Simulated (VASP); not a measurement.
The system is RbAu2.

```
CELL_PARAMETERS angstrom
4.07401 0.00000 0.00000
-2.03701 3.52820 0.00000
0.00000 0.00000 8.57393
ATOMIC_POSITIONS crystal
Rb 0.00000 0.00000 0.50000
Au 0.33333 0.66667 0.86933
Au 0.66667 0.33333 0.13067
```

The cell was generated, and may not be a known phase.

```yaml
Program: VASP 6.6.1
Task: relaxation of cell and atoms
Functional: PBE
Potentials_or_basis: VASP PAW PBE potentials, release 64 (Rb_sv, Au)
Cutoff: 600 eV
k_mesh: 6 × 6 × 2
Occupations: gaussian, width 0.1 eV
Spin: no spin polarisation
```

At the start: pressure -4.5 GPa; volume 41.08 Å³/atom.

Task: How do energy, volume and symmetry change on relaxing?

Result: Over 28 steps the energy falls by 809.6 meV/atom and the volume is 32.29 Å³/atom (-21.4 %); space group P-3m1 (No. 164, to 0.1 Å) before, P6/mmm (No. 191, to 0.1 Å).

The path:
```tsv
step	energy change (eV)	largest force (eV/Å)	pressure (GPa)	volume (Å³)
1	0.0000	0.5583	-4.54	123.24
2	-0.7012	0.6936	-3.59	103.47
3	-0.9649	0.5604	-0.73	90.98
4	-0.9759	0.4379	1.02	86.85
5	-0.9782	0.4804	0.44	88.09
6	-1.0088	0.3737	0.72	88.76
7	-1.0806	0.0326	1.81	90.79
8	-1.1217	0.7223	4.00	94.73
9	-1.6019	0.2002	4.41	102.20
10	-1.7990	0.9940	-3.18	114.89
11	-2.1733	0.1024	-0.46	108.83
12	-2.1884	0.2711	-1.30	110.18
13	-2.1891	0.2176	-1.07	109.79
14	-2.2253	0.3489	-1.50	109.23
15	-2.2329	0.4189	-1.68	108.92
16	-2.2828	0.4079	-1.17	105.64
17	-2.3477	0.3799	0.17	98.93
18	-2.2583	0.3104	4.61	86.09
19	-2.3551	0.3711	0.89	96.15
20	-2.3849	0.3457	0.35	96.43
21	-2.3968	0.2931	-0.29	96.71
22	-2.4088	0.2167	-0.06	95.97
23	-2.4178	0.0100	0.59	93.96
24	-2.4188	0.0586	0.43	94.43
25	-2.4258	0.0208	0.06	95.97
26	-2.4277	0.0101	-0.21	97.23
27	-2.4285	0.0199	0.19	96.66
28	-2.4288	0.0168	0.05	96.86
```

Final structure:
```cif
data_structure
_symmetry_space_group_name_H-M 'P 1'
_symmetry_Int_Tables_number 1
_cell_length_a 4.7069
_cell_length_b 4.7069
_cell_length_c 5.0485
_cell_angle_alpha 90.000
_cell_angle_beta 90.000
_cell_angle_gamma 120.000
_cell_volume 96.86
loop_
_atom_site_label
_atom_site_type_symbol
_atom_site_fract_x
_atom_site_fract_y
_atom_site_fract_z
_atom_site_occupancy
Rb1 Rb 0.00000 0.00000 0.50000 1
Au1 Au 0.33333 0.66667 0.99888 1
Au2 Au 0.66667 0.33333 0.00112 1
```

Caveat: the k points lie up to 0.62 Å⁻¹ apart in the final cell, too coarse for converged energies and pressures of a metal; the volume moved by over 15 % at a fixed basis, so the end points are rough.
